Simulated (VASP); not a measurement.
# La (Im-3m) in VASP: settings compared

Aim: see how the results for La move with the level of theory and the settings. Levels: LDA, r2SCAN. Tasks: single point.

Everything below comes from runs of VASP 6.6.1. Logs are shortened: lines on timing, memory, paths and dates and some standing lists are left out, and cuts for length are marked.

## (1) The cell of the first run

It takes space group Im-3m (No. 229, cubic). The conventional cell has a = 4.161 Å, b = 4.161 Å, c = 4.161 Å, α = 90.00°, β = 90.00°, γ = 90.00°. La (site symmetry m-3m) has 14 La at 3.60 to 4.16 Å within 4.7 Å.

This isn't the form of La at room conditions, which is double hcp.

## (2) Single point, LDA (36.02 Å³/atom)

Input file INCAR:

```
SYSTEM = La
PREC = Accurate
ENCUT = 520
EDIFF = 1E-6
ISMEAR = -1
SIGMA = 0.05
LREAL = .FALSE.
LASPH = .TRUE.
NELM = 80
ALGO = Normal
ISIF = 2
LWAVE = .FALSE.
LCHARG = .FALSE.
GGA = CA
NBANDS = 12
```

Input file KPOINTS:

```
Automatic mesh
0
G
  9 9 9
  0 0 0
```

Input file POSCAR:

```
La
1.0
   -2.0804754144      2.0804754144      2.0804754144
    2.0804754144     -2.0804754144      2.0804754144
    2.0804754144      2.0804754144     -2.0804754144
La
1
Direct
    0.0000000000      0.0000000000      0.0000000000
```

Potentials or basis: VASP PAW LDA potentials, release 64 (La).

Started as:

```bash
cat potpaw_LDA.64/La/POTCAR > POTCAR
mpirun -np 1 vasp_std > vasp.out
```

OUTCAR:

```text
SYSTEM = La
   PREC = Accurate
   ENCUT = 520
   EDIFF = 1E-6
   ISMEAR = -1
   LREAL = .FALSE.
   LASPH = .TRUE.
   NELM = 80
   ISIF = 2
   GGA = CA

 ion  position               nearest neighbor table
   1  0.000  0.000  0.000-

  LATTYP: Found a body centered cubic cell.
 ALAT       =     4.1609508288

  Lattice vectors:

 A1 = (  -2.0804754144,   2.0804754144,   2.0804754144)
 A2 = (   2.0804754144,  -2.0804754144,   2.0804754144)
 A3 = (   2.0804754144,   2.0804754144,  -2.0804754144)

Analysis of symmetry for initial positions (statically):
=====================================================================
 Subroutine PRICEL returns:
 Original cell was already a primitive cell.

 Routine SETGRP: Setting up the symmetry group for a
 body centered cubic supercell.

 Subroutine GETGRP returns: Found 48 space group operations
 (whereof 48 operations were pure point group operations)
 out of a pool of 48 trial point group operations.

The static configuration has the point symmetry O_h .

Analysis of symmetry for dynamics (positions and initial velocities):
=====================================================================
 Subroutine PRICEL returns:
 Original cell was already a primitive cell.

 Routine SETGRP: Setting up the symmetry group for a
 body centered cubic supercell.

 Subroutine GETGRP returns: Found 48 space group operations
 (whereof 48 operations were pure point group operations)
 out of a pool of 48 trial point group operations.

The dynamic configuration has the point symmetry O_h .

 Subroutine INISYM returns: Found 48 space group operations
 (whereof 48 operations are pure point group operations),
 and found     1 'primitive' translations

----------------------------------------------------------------------------------------

                                     Primitive cell

  volume of cell :      36.0203

  direct lattice vectors                    reciprocal lattice vectors
    -2.080475414  2.080475414  2.080475414     0.000000000  0.240329685  0.240329685
     2.080475414 -2.080475414  2.080475414     0.240329685  0.000000000  0.240329685
     2.080475414  2.080475414 -2.080475414     0.240329685  0.240329685  0.000000000

  length of vectors
     3.603489122  3.603489122  3.603489122     0.339877499  0.339877499  0.339877499

  position of ions in fractional coordinates (direct lattice)
     0.000000000  0.000000000  0.000000000
[... 81 lines left out ...]
   NFREE  =      0    steps in history (QN), initial steepest desc. (CG)
   ISIF   =      2    stress and relaxation
   ISYM   =      2    0-nonsym 1-usesym 2-fastsym
   POTIM  = 0.5000    time-step for ionic-motion
   TEBEG  =    0.0;   TEEND  =   0.0 temperature during run
   PSTRESS=    0.0 pullay stress
   NELECT =      11.0000    total number of electrons
   NUPDOWN=      -1.0000    fix difference up-down
   EMIN   =  10.00;   EMAX   =-10.00  energy-range for DOS
   EFERMI =   0.00;   METHOD = LEGACY
   ISMEAR =    -1;   SIGMA  =   0.05  broadening in eV -4-tet -1-fermi 0-gaus
   EFERMI_NEDOS =   21; number of points for ismear=-14 and -15
   IALGO  =     38    algorithm
   IMIX   =      4    mixing-type and parameters
     AMIX     =   0.40;   BMIX     =  1.00
     AMIX_MAG =   1.60;   BMIX_MAG =  1.00
  volume/ion in A,a.u.               =      36.02       243.08
  Fermi-wavevector in a.u.,A,eV,Ry     =   1.102444  2.083317 16.536282  1.215382
  Thomas-Fermi vector in A             =   2.238887
   LORBIT       =      0    0 simple, 1 ext, 2 COOP (PROOUT), +10 PAW based schemes
   GGA     = CA    functional components
   LHFCALC =     F    Hartree Fock is set to
   AEXX    =    0.0000 exact exchange contribution
   IVDW    =     0    specifies the selected vdW correction
   LEPSILON=     F    determine dielectric tensor
   LRPA    =     F    only Hartree local field effects (RPA)
 non-spin polarized calculation
  energy-cutoff  :      520.00
  volume of cell :       36.02
 maximum number of plane-waves:       979
   NGX = 13   NGY = 13   NGZ = 13

 number of electron      11.0000002 magnetization

 Free energy of the ion-electron system (eV)
  ---------------------------------------------------
  ext. energy  EPLUGINS =         0.00000000
  ---------------------------------------------------
  free energy    TOTEN  =        -5.42728354 eV

  energy without entropy =       -5.40241815  energy(sigma->0) =       -5.41485085

 E-fermi :   7.9284     XC(G=0):  -9.8895

 val. band max:        7.8889098021   @ k =   0.2222   0.2222   0.0000
 cond. band min:       7.9619115279   @ k =   0.3333   0.2222   0.0000
 fundamental gap:      0.0730017258
 Fermi energy:         7.9283949744

 k-point     1 :       0.0000    0.0000    0.0000
  band No.  band energies     occupation
      1     -24.7864      2.00000
      2      -7.6945      2.00000
      3      -7.6945      2.00000
      4      -7.6945      2.00000
      5       4.7721      2.00000
      6       9.3249      0.00000
      7       9.3249      0.00000
      8       9.3249      0.00000
      9       9.4338      0.00000
     10       9.4338      0.00000
     11       9.4338      0.00000
     12      10.0800      0.00000
[... 331 lines left out ...]
 k-point    24 :      -0.4444   -0.4444    0.1111
  band No.  band energies     occupation
      1     -24.5069      2.00000
      2      -9.0657      2.00000
      3      -8.4182      2.00000
      4      -7.9429      2.00000
      5       6.8333      2.00000
      6       8.1383      0.02962
      7       8.5622      0.00001
      8       9.1969      0.00000
      9       9.6383      0.00000
     10       9.8558      0.00000
     11      10.0048      0.00000
     12      10.0504      0.00000

 [... further k-points ...]

------------------------ aborting loop because EDIFF is reached ----------------------------------------

  FORCE on cell =-STRESS in cart. coord.  units (eV):
  Direction    XX          YY          ZZ          XY          YZ          ZX
  --------------------------------------------------------------------------------------
  -------------------------------------------------------------------------------------
  Total       -0.5830035     -0.5830035     -0.5830035      0.0000000      0.0000000      0.0000000
  in kB      -25.9318790    -25.9318790    -25.9318790      0.0000000      0.0000000      0.0000000
  external PRESSURE =     -25.9318790 kB  Pullay stress =       0.0000000 kB

 VOLUME and BASIS-vectors are now :
 -----------------------------------------------------------------------------
  energy-cutoff  :      520.00
  volume of cell :       36.02
      direct lattice vectors                 reciprocal lattice vectors
    -2.080475414  2.080475414  2.080475414     0.000000000  0.240329685  0.240329685
     2.080475414 -2.080475414  2.080475414     0.240329685  0.000000000  0.240329685
     2.080475414  2.080475414 -2.080475414     0.240329685  0.240329685  0.000000000

 POSITION                                       TOTAL-FORCE (eV/Angst)
 -----------------------------------------------------------------------------------
      0.00000      0.00000      0.00000         0.000000     -0.000000      0.000000
 -----------------------------------------------------------------------------------
    total drift:                                0.000000      0.000000      0.000000

  FREE ENERGIE OF THE ION-ELECTRON SYSTEM (eV)
  ---------------------------------------------------
  free  energy   TOTEN  =        -5.4272835416 eV

  energy  without entropy=       -5.4024181504  energy(sigma->0) =       -5.41485085
```

Run time: 20 s. Hardware: 1 thread of Intel Xeon 8259CL, shared host; peak memory 0.16 GiB.

Results:

```yaml
Free_energy: -5.4273 eV
Pressure: -2.6 GPa
Band_gap_on_the_k_mesh: zero (an odd number of electrons rules out a gap without spin polarisation)
```

Levels at points of the mesh, in eV from the Fermi level:
```tsv
k point	band 3	band 4	band 5	band 6	band 7	band 8	band 9	band 10
(0.00, 0.00, 0.00)	-15.62	-15.62	-3.16	1.40	1.40	1.40	1.51	1.51
```

Caveat: spin-orbit coupling is left out, which moves the levels of the heavy elements.

## (3) Single point, LDA (38.32 Å³/atom)

This run uses another cell than the first one, of 38.32 Å³/atom.

Input file INCAR:

```
SYSTEM = La
PREC = Accurate ; ENCUT = 520
EDIFF = 1E-6 ; ISMEAR = -1
SIGMA = 0.05 ; LREAL = .FALSE.
LASPH = .TRUE. ; NELM = 60
ALGO = Fast ; ISIF = 2
LWAVE = .FALSE. ; LCHARG = .TRUE.
GGA = CA ; LELF = .TRUE.
LVHAR = .TRUE. ; NBANDS = 12
```

KPOINTS is that of step 2.

Input file POSCAR:

```
La
1.0
   -2.1238310710      2.1238310710      2.1238310710
    2.1238310710     -2.1238310710      2.1238310710
    2.1238310710      2.1238310710     -2.1238310710
La
1
Direct
    0.0000000000      0.0000000000      0.0000000000
```

Potentials or basis: VASP PAW LDA potentials, release 64 (La).

Started as:

```bash
cat potpaw_LDA.64/La/POTCAR > POTCAR
mpirun -np 1 vasp_std > vasp.out
```

It took 49 s on 1 thread of Intel Xeon 8259CL, shared host; peak memory 0.16 GiB.

The run converged. Its results:

```
Free energy            : -5.3806 eV
Pressure               : -3.9 GPa
Band gap on the k mesh : zero (an odd number of electrons rules out a gap without spin polarisation)
```

Levels at points of the mesh, in eV from the Fermi level:
| k point | band 3 | band 4 | band 5 | band 6 | band 7 | band 8 |
| --- | --- | --- | --- | --- | --- | --- |
| (0.00, 0.00, 0.00) | -15.85 | -15.85 | -3.21 | 1.30 | 1.30 | 1.30 |

Caveat: the cell stands under tension; spin-orbit coupling is left out, which moves the levels of the heavy elements.

## (4) Single point, LDA (39.09 Å³/atom)

This run uses another cell than the first one, of 39.09 Å³/atom.

Input file INCAR:

```
  ALGO = Normal
  EDIFF = 1E-6
  ENCUT = 520
  ISIF = 2
  ISMEAR = -1
  LASPH = T
  LCHARG = T
  LELF = T
  LREAL = F
  LVHAR = T
  LWAVE = F
  NBANDS = 12
  NELM = 100
  PREC = Accurate
  SIGMA = 0.05
```

Input file KPOINTS:

```
k-points
0
Gamma
  9 9 9
```

Input file POSCAR:

```
La
1.0
   -2.1378965873      2.1378965873      2.1378965873
    2.1378965873     -2.1378965873      2.1378965873
    2.1378965873      2.1378965873     -2.1378965873
La
1
Direct
    0.0000000000      0.0000000000      0.0000000000
```

Started as:

```bash
cat potpaw_LDA.64/La/POTCAR > POTCAR
mpirun -np 1 vasp_std > vasp.out
```

Wall time 30 s (1 thread of Intel Xeon 8259CL, shared host); peak memory 0.16 GiB.

The run converged. Its results:

| Item | Value |
| --- | --- |
| Free energy | -5.3612 eV |
| Pressure | -4.2 GPa |
| Band gap on the k mesh | zero (an odd number of electrons rules out a gap without spin polarisation) |

Levels at points of the mesh, in eV from the Fermi level:
```
           k point  band 1  band 2  band 3  band 4  band 5  band 6  band 7  band 8  band 9  band 10
(0.00, 0.00, 0.00)  -32.85  -15.92  -15.92  -15.92   -3.23    1.26    1.26    1.26    1.40     1.40
```

Caveat: the cell stands under tension; spin-orbit coupling is left out, which moves the levels of the heavy elements.

## (5) Single point, LDA (39.85 Å³/atom)

This run uses another cell than the first one, of 39.85 Å³/atom.

Input file INCAR:

```
PREC = Accurate
ENCUT = 520
EDIFF = 1E-7
ISMEAR = -1
SIGMA = 0.05
LREAL = False
LASPH = True
NELM = 100
ALGO = Normal
ISIF = 2
LWAVE = False
LCHARG = True
LELF = True
LVHAR = True
NBANDS = 12
```

Input file KPOINTS:

```
Automatic mesh
0
Gamma
  9 9 9
```

Input file POSCAR:

```
La
1.0
   -2.1517794217      2.1517794217      2.1517794217
    2.1517794217     -2.1517794217      2.1517794217
    2.1517794217      2.1517794217     -2.1517794217
La
1
Direct
    0.0000000000      0.0000000000      0.0000000000
```

Started as:

```bash
cat potpaw_LDA.64/La/POTCAR > POTCAR
mpirun -np 1 vasp_std > vasp.out
```

Run time: 25 s. Hardware: 1 thread of Intel Xeon 8259CL, shared host; peak memory 0.16 GiB.

The run converged. Its results:

```yaml
Free_energy: -5.3402 eV
Pressure: -4.6 GPa
Band_gap_on_the_k_mesh: zero (an odd number of electrons rules out a gap without spin polarisation)
```

Levels at points of the mesh, in eV from the Fermi level:
```csv
k point,band 3,band 4,band 5,band 6,band 7,band 8,band 9,band 10
"(0.00, 0.00, 0.00)",-15.98,-15.98,-3.24,1.23,1.23,1.23,1.38,1.38
```

Caveat: the cell stands under tension; spin-orbit coupling is left out, which moves the levels of the heavy elements.

(Part 1 of 2 ends here.)
